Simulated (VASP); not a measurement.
# SiBr5 (P-43m) in VASP: notebook

The runs below take SiBr5 through single point, relaxation of cell and atoms, with PBE.

All numbers are computed with VASP 6.6.1; they aren't measurements. Logs are shortened: lines on timing, memory, paths and dates and some standing lists are left out, and cuts for length are marked.

## (1) The cell of the first run

It takes space group P-43m (No. 215, cubic). The conventional cell has a = 6.467 Å, b = 6.467 Å, c = 6.467 Å, α = 90.00°, β = 90.00°, γ = 90.00°. Within 2.9 Å of Si (site symmetry -43m) lie 4 Br at 2.22 Å. Within 2.9 Å of Br (site symmetry 3m) lie 1 Si at 2.22 Å. Within 4.4 Å of Br (site symmetry -43m) lie 4 Br at 3.38 Å.

## (2) Single point, PBE

File INCAR:

```
SYSTEM = SiBr5
PREC     = Accurate       ! precision mode
ENCUT    = 520            ! plane-wave cutoff, eV
EDIFF    = 1E-6           ! SCF threshold, eV
ISMEAR   = 0              ! smearing method
SIGMA    = 0.1            ! smearing width, eV
LREAL    = .False.        ! projectors in reciprocal space
LASPH    = .True.         ! aspherical terms in the spheres
NELM     = 100            ! most SCF steps
ALGO     = Normal         ! electronic algorithm
ISIF     = 2              ! what is computed and relaxed
LWAVE    = .False.        ! write WAVECAR
LCHARG   = .False.        ! write CHGCAR
GGA      = PE             ! functional
NBANDS   = 28             ! bands
```

File KPOINTS:

```
regular mesh
0
Gamma
  6 6 6
  0 0 0
```

File POSCAR:

```
SiBr5
1.0
    6.4669766436      0.0000000000      0.0000000000
    0.0000000000      6.4669766436      0.0000000000
    0.0000000000      0.0000000000      6.4669766436
Si Br
1 5
Direct
    0.0000000000      0.0000000000      0.0000000000
    0.8015264635      0.8015264635      0.1984735365
    0.8015264635      0.1984735365      0.8015264635
    0.1984735365      0.8015264635      0.8015264635
    0.1984735365      0.1984735365      0.1984735365
    0.5000000000      0.5000000000      0.5000000000
```

Potentials or basis: VASP PAW PBE potentials, release 64 (Si, Br).

Started as:

```bash
cat potpaw_PBE.64/Si/POTCAR potpaw_PBE.64/Br/POTCAR > POTCAR
mpirun -np 1 vasp_std > vasp.out
```

OUTCAR:

```text
SYSTEM = SiBr5
   PREC = Accurate
   ENCUT = 520
   EDIFF = 1E-6
   ISMEAR = 0
   LREAL = .False.
   LASPH = .True.
   NELM = 100
   ISIF = 2
   GGA = PE

 ion  position               nearest neighbor table
   1  0.000  0.000  0.000-   2 2.22   3 2.22   4 2.22   5 2.22
   2  0.802  0.802  0.198-   1 2.22
   3  0.802  0.198  0.802-   1 2.22
   4  0.198  0.802  0.802-   1 2.22
   5  0.198  0.198  0.198-   1 2.22
   6  0.500  0.500  0.500-

  LATTYP: Found a simple cubic cell.
 ALAT       =     6.4669766436

  Lattice vectors:

 A1 = (   6.4669766436,   0.0000000000,   0.0000000000)
 A2 = (   0.0000000000,   6.4669766436,   0.0000000000)
 A3 = (   0.0000000000,   0.0000000000,   6.4669766436)

Analysis of symmetry for initial positions (statically):
=====================================================================
 Subroutine PRICEL returns:
 Original cell was already a primitive cell.

 Routine SETGRP: Setting up the symmetry group for a
 simple cubic supercell.

 Subroutine GETGRP returns: Found 24 space group operations
 (whereof 24 operations were pure point group operations)
 out of a pool of 48 trial point group operations.

The static configuration has the point symmetry T_d .

Analysis of symmetry for dynamics (positions and initial velocities):
=====================================================================
 Subroutine PRICEL returns:
 Original cell was already a primitive cell.

 Routine SETGRP: Setting up the symmetry group for a
 simple cubic supercell.

 Subroutine GETGRP returns: Found 24 space group operations
 (whereof 24 operations were pure point group operations)
 out of a pool of 48 trial point group operations.

The dynamic configuration has the point symmetry T_d .

 Subroutine INISYM returns: Found 24 space group operations
 (whereof 24 operations are pure point group operations),
 and found     1 'primitive' translations

----------------------------------------------------------------------------------------

                                     Primitive cell

  volume of cell :     270.4605

  direct lattice vectors                    reciprocal lattice vectors
     6.466976644  0.000000000  0.000000000     0.154631763  0.000000000  0.000000000
     0.000000000  6.466976644  0.000000000     0.000000000  0.154631763  0.000000000
     0.000000000  0.000000000  6.466976644     0.000000000  0.000000000  0.154631763

  length of vectors
     6.466976644  6.466976644  6.466976644     0.154631763  0.154631763  0.154631763

  position of ions in fractional coordinates (direct lattice)
     0.000000000  0.000000000  0.000000000
     0.801526463  0.801526463  0.198473537
     0.801526463  0.198473537  0.801526463
     0.198473537  0.801526463  0.801526463
     0.198473537  0.198473537  0.198473537
     0.500000000  0.500000000  0.500000000

  ion indices of the primitive-cell ions
   primitive index   ion index
                 1           1
                 2           2
                 3           3
                 4           4
                 5           5
                 6           6

----------------------------------------------------------------------------------------

 KPOINTS: regular mesh

Automatic generation of k-mesh.
 Grid dimensions read from file:
 generate k-points for:    6    6    6

 Generating k-lattice:

  Cartesian coordinates                     Fractional coordinates (reciprocal lattice)
     0.025771961  0.000000000  0.000000000     0.166666667  0.000000000  0.000000000
     0.000000000  0.025771961  0.000000000     0.000000000  0.166666667  0.000000000
     0.000000000  0.000000000  0.025771961     0.000000000  0.000000000  0.166666667

  Length of vectors
     0.025771961  0.025771961  0.025771961

  Shift w.r.t. Gamma in fractional coordinates (k-lattice)
     0.000000000  0.000000000  0.000000000

 Subroutine IBZKPT returns following result:
 ===========================================

 Found     20 irreducible k-points:

 Following reciprocal coordinates:
            Coordinates               Weight
  0.000000  0.000000  0.000000      1.000000
  0.166667  0.000000  0.000000      6.000000
  0.333333  0.000000  0.000000      6.000000
  0.500000  0.000000  0.000000      3.000000
  0.166667  0.166667  0.000000     12.000000
  0.333333  0.166667  0.000000     24.000000
[... 12 lines left out ...]
  0.500000  0.500000  0.333333      6.000000
  0.500000  0.500000  0.500000      1.000000
   k-points           NKPTS =     20   k-points in BZ     NKDIM =     20   number of bands    NBANDS=     28
   number of dos      NEDOS =    301   number of ions     NIONS =      6
   total plane-waves  NPLWV = 110592
   dimension x,y,z NGX =    48 NGY =   48 NGZ =   48
   dimension x,y,z NGXF=    96 NGYF=   96 NGZF=   96
   ions per type =               1   5
   NGX,Y,Z   is equivalent  to a cutoff of  12.34, 12.34, 12.34 a.u.
   NGXF,Y,Z  is equivalent  to a cutoff of  24.68, 24.68, 24.68 a.u.
 SYSTEM =  SiBr5
   PREC   = accura    normal or accurate (medium, high low for compatibility)
   ISTART =      0    job   : 0-new  1-cont  2-samecut
   ICHARG =      2    charge: 1-file 2-atom 10-const
   ISPIN  =      1    spin polarized calculation?
   LNONCOLLINEAR =      F non collinear calculations
   LSORBIT =      F    spin-orbit coupling
   LASPH  =      T    aspherical Exc in radial PAW
   ENCUT  =  520.0 eV  38.22 Ry    6.18 a.u.  12.02 12.02 12.02*2*pi/ulx,y,z
   NELM   =    100;   NELMIN=  2; NELMDL= -5     # of ELM steps
   EDIFF  = 0.1E-05   stopping-criterion for ELM
   LREAL  =      F    real-space projection
   EDIFFG = 0.1E-04   stopping-criterion for IOM
   NSW    =      0    number of steps for IOM
   IBRION =     -1    ionic relax: 0-MD 1-quasi-New 2-CG
   NFREE  =      0    steps in history (QN), initial steepest desc. (CG)
   ISIF   =      2    stress and relaxation
   ISYM   =      2    0-nonsym 1-usesym 2-fastsym
   POTIM  = 0.5000    time-step for ionic-motion
   TEBEG  =    0.0;   TEEND  =   0.0 temperature during run
   PSTRESS=    0.0 pullay stress
   NELECT =      39.0000    total number of electrons
   NUPDOWN=      -1.0000    fix difference up-down
   EMIN   =  10.00;   EMAX   =-10.00  energy-range for DOS
   EFERMI =   0.00;   METHOD = LEGACY
   ISMEAR =     0;   SIGMA  =   0.10  broadening in eV -4-tet -1-fermi 0-gaus
   EFERMI_NEDOS =   21; number of points for ismear=-14 and -15
   IALGO  =     38    algorithm
   IMIX   =      4    mixing-type and parameters
     AMIX     =   0.40;   BMIX     =  1.00
     AMIX_MAG =   1.60;   BMIX_MAG =  1.00
  volume/ion in A,a.u.               =      45.08       304.19
  Fermi-wavevector in a.u.,A,eV,Ry     =   0.858476  1.622285 10.027247  0.736982
  Thomas-Fermi vector in A             =   1.975687
   LORBIT       =      0    0 simple, 1 ext, 2 COOP (PROOUT), +10 PAW based schemes
   GGA     = PE    functional components
   LHFCALC =     F    Hartree Fock is set to
   AEXX    =    0.0000 exact exchange contribution
   IVDW    =     0    specifies the selected vdW correction
   LEPSILON=     F    determine dielectric tensor
   LRPA    =     F    only Hartree local field effects (RPA)
 non-spin polarized calculation
 Gauss-broadening in eV      SIGMA  =   0.10
  energy-cutoff  :      520.00
  volume of cell :      270.46
 maximum number of plane-waves:      7316
   NGX = 25   NGY = 25   NGZ = 25

 number of electron      38.9999982 magnetization

 Free energy of the ion-electron system (eV)
  ---------------------------------------------------
  ext. energy  EPLUGINS =         0.00000000
  ---------------------------------------------------
  free energy    TOTEN  =       -16.50543687 eV

  energy without entropy =      -16.42641055  energy(sigma->0) =      -16.46592371

 E-fermi :  -2.4898     XC(G=0):  -6.3988

 val. band max:       -2.5092677942   @ k =   0.3333   0.3333   0.0000
 cond. band min:      -2.4793654701   @ k =   0.5000   0.0000   0.0000
 fundamental gap:      0.0299023241
 Fermi energy:        -2.4897866239

 k-point     1 :       0.0000    0.0000    0.0000
  band No.  band energies     occupation
      1     -16.9040      2.00000
      2     -15.9988      2.00000
      3     -15.9988      2.00000
      4     -15.9988      2.00000
      5     -15.0382      2.00000
      6      -8.9903      2.00000
[... 20 lines left out ...]
     27       5.3606      0.00000
     28       6.0890      0.00000

 k-point     2 :       0.1667    0.0000    0.0000
  band No.  band energies     occupation
      1     -16.8976      2.00000
      2     -16.0127      2.00000
      3     -15.9987      2.00000
      4     -15.9987      2.00000
      5     -15.0303      2.00000
      6      -8.9996      2.00000
[... 20 lines left out ...]
     27       5.5031      0.00000
     28       6.1800      0.00000

 k-point     3 :       0.3333    0.0000    0.0000
  band No.  band energies     occupation
      1     -16.8843      2.00000
      2     -16.0406      2.00000
      3     -15.9984      2.00000
      4     -15.9984      2.00000
      5     -15.0150      2.00000
      6      -9.0179      2.00000
[... 20 lines left out ...]
     27       5.8901      0.00000
     28       6.3614      0.00000

 k-point     4 :       0.5000    0.0000    0.0000
  band No.  band energies     occupation
      1     -16.8774      2.00000
      2     -16.0545      2.00000
      3     -15.9982      2.00000
      4     -15.9982      2.00000
      5     -15.0075      2.00000
      6      -9.0269      2.00000
[... 454 lines left out ...]
     27       5.7026      0.00000
     28       6.2912      0.00000

 k-point    19 :       0.5000    0.5000    0.3333
  band No.  band energies     occupation
      1     -16.8612      2.00000
      2     -16.0210      2.00000
      3     -16.0169      2.00000
      4     -16.0169      2.00000
      5     -15.0320      2.00000
      6      -8.9748      2.00000
[... 20 lines left out ...]
     27       5.5136      0.00000
     28       6.3331      0.00000

 k-point    20 :       0.5000    0.5000    0.5000
  band No.  band energies     occupation
      1     -16.8605      2.00000
      2     -16.0167      2.00000
      3     -16.0167      2.00000
      4     -16.0167      2.00000
      5     -15.0398      2.00000
      6      -8.9607      2.00000
[... 20 lines left out ...]
     27       5.4568      0.00000
     28       6.6006      0.00000

------------------------ aborting loop because EDIFF is reached ----------------------------------------

  FORCE on cell =-STRESS in cart. coord.  units (eV):
  Direction    XX          YY          ZZ          XY          YZ          ZX
  --------------------------------------------------------------------------------------
  -------------------------------------------------------------------------------------
  Total        0.0077969      0.0077969      0.0077969     -0.0000000     -0.0000000      0.0000000
  in kB        0.0461878      0.0461878      0.0461878     -0.0000000     -0.0000000      0.0000000
  external PRESSURE =       0.0461878 kB  Pullay stress =       0.0000000 kB

 VOLUME and BASIS-vectors are now :
 -----------------------------------------------------------------------------
  energy-cutoff  :      520.00
  volume of cell :      270.46
      direct lattice vectors                 reciprocal lattice vectors
     6.466976644  0.000000000  0.000000000     0.154631763  0.000000000  0.000000000
     0.000000000  6.466976644  0.000000000     0.000000000  0.154631763  0.000000000
     0.000000000  0.000000000  6.466976644     0.000000000  0.000000000  0.154631763

 POSITION                                       TOTAL-FORCE (eV/Angst)
 -----------------------------------------------------------------------------------
      0.00000      0.00000      0.00000         0.000000     -0.000000     -0.000000
      5.18345      5.18345      1.28352        -0.000465     -0.000465      0.000465
      5.18345      1.28352      5.18345        -0.000465      0.000465     -0.000465
      1.28352      5.18345      5.18345         0.000465     -0.000465     -0.000465
      1.28352      1.28352      1.28352         0.000465      0.000465      0.000465
      3.23349      3.23349      3.23349        -0.000000     -0.000000      0.000000
 -----------------------------------------------------------------------------------
    total drift:                               -0.000000     -0.000000     -0.000000

  FREE ENERGIE OF THE ION-ELECTRON SYSTEM (eV)
  ---------------------------------------------------
  free  energy   TOTEN  =       -16.5054368690 eV

  energy  without entropy=      -16.4264105520  energy(sigma->0) =      -16.46592371
```

Run time: 5.9 min. Hardware: 1 thread of Intel Xeon 8259CL, shared host; peak memory 0.38 GiB.

What came out:

```yaml
Free_energy: -16.5054 eV
Pressure: 0.0 GPa
Band_gap_on_the_k_mesh: zero (an odd number of electrons rules out a gap without spin polarisation)
```

Caveat: an odd number of electrons without spin polarisation forces a metal; a magnetic or distorted state may lie lower.

## (3) Relaxation of cell and atoms, PBE

This run uses another cell than the first one, of 40.41 Å³/atom.

File INCAR:

```
PREC = Accurate ; ENCUT = 600
EDIFF = 1E-7 ; ISMEAR = 0
SIGMA = 0.1 ; LREAL = F
LASPH = T ; NELM = 100
ALGO = Normal ; ISIF = 3
LWAVE = F ; LCHARG = F
GGA = PE ; IBRION = 2
NSW = 100 ; EDIFFG = -0.01
```

File KPOINTS:

```
regular mesh
0
Gamma
  6 6 6
```

File POSCAR:

```
SiBr5
1.0
    6.2358554485      0.0000000000      0.0000000000
    0.0000000000      6.2358554485      0.0000000000
    0.0000000000      0.0000000000      6.2358554485
Si Br
1 5
Direct
    0.0000000000      0.0000000000      0.0000000000
    0.7937605445      0.7937605445      0.2062394555
    0.7937605445      0.2062394555      0.7937605445
    0.2062394555      0.7937605445      0.7937605445
    0.2062394555      0.2062394555      0.2062394555
    0.5000000000      0.5000000000      0.5000000000
```

Potentials or basis: VASP PAW PBE potentials, release 64 (Si, Br).

Started as:

```bash
cat potpaw_PBE.64/Si/POTCAR potpaw_PBE.64/Br/POTCAR > POTCAR
mpirun -np 1 vasp_std > vasp.out
```

Wall time 40 min (1 thread of Intel Xeon 8259CL, shared host); peak memory 0.43 GiB.

It converged, with:

| Property | Result |
| --- | --- |
| Free energy | -16.5049 eV |
| Relaxed volume | 45.01 Å³/atom |
| Relaxed cell | a = 6.464 Å, b = 6.464 Å, c = 6.464 Å, α = 90.00°, β = 90.00°, γ = 90.00° |
| Space group after relaxing (to 0.1 Å) | P-43m (No. 215) |
| Energy gained by relaxing | 7.9 meV/atom |
| Ionic steps | 9 |
| Pressure after relaxing | 0.0 GPa |
| Largest force after relaxing | 0.007 eV/Å |
| Band gap on the k mesh | zero (an odd number of electrons rules out a gap without spin polarisation) |

Forces on the atoms (eV/Å):
```
Si   0.000  0.000  0.000
Br   0.004  0.004 -0.004
Br   0.004 -0.004  0.004
Br  -0.004  0.004  0.004
Br  -0.004 -0.004 -0.004
Br   0.000  0.000  0.000
```

Step by step:
| step | energy change (eV) | largest force (eV/Å) | pressure (GPa) | volume (Å³) |
| --- | --- | --- | --- | --- |
| 1 | 0.0000 | 0.0698 | 0.52 | 242.49 |
| 2 | -0.0108 | 0.2073 | 0.10 | 247.15 |
| 3 | -0.0125 | 0.2878 | -0.14 | 250.00 |
| 4 | -0.0205 | 0.2476 | -0.11 | 251.97 |
| 5 | -0.0379 | 0.1224 | -0.02 | 257.95 |
| 6 | -0.0444 | 0.1534 | 0.28 | 270.18 |
| 7 | -0.0462 | 0.0684 | 0.18 | 266.43 |
| 8 | -0.0474 | 0.0338 | -0.07 | 271.36 |
| 9 | -0.0476 | 0.0070 | -0.01 | 270.06 |

Final structure:
```
Si Br
1.0
     6.46376    0.00000    0.00000
     0.00000    6.46376    0.00000
     0.00000    0.00000    6.46376
Si Br
1 5
Direct
  0.00000 0.00000 0.00000
  0.80138 0.80138 0.19862
  0.80138 0.19862 0.80138
  0.19862 0.80138 0.80138
  0.19862 0.19862 0.19862
  0.50000 0.50000 0.50000
```

Levels at points of the mesh, in eV from the Fermi level:
| k point | band 17 | band 18 | band 19 | band 20 | band 21 | band 22 | band 23 |
| --- | --- | --- | --- | --- | --- | --- | --- |
| (0.00, 0.00, 0.00) | -0.50 | -0.19 | -0.19 | -0.19 | 3.99 | 5.96 | 6.01 |
| (0.50, 0.00, 0.00) | -0.50 | -0.40 | 0.01 | 0.01 | 4.41 | 5.70 | 5.95 |
| (0.50, 0.50, 0.00) | -0.42 | -0.30 | 0.02 | 0.02 | 4.42 | 5.69 | 5.98 |
| (0.50, 0.50, 0.50) | -0.34 | -0.25 | -0.25 | -0.25 | 4.05 | 6.01 | 6.01 |

Caveat: an odd number of electrons without spin polarisation forces a metal; a magnetic or distorted state may lie lower.
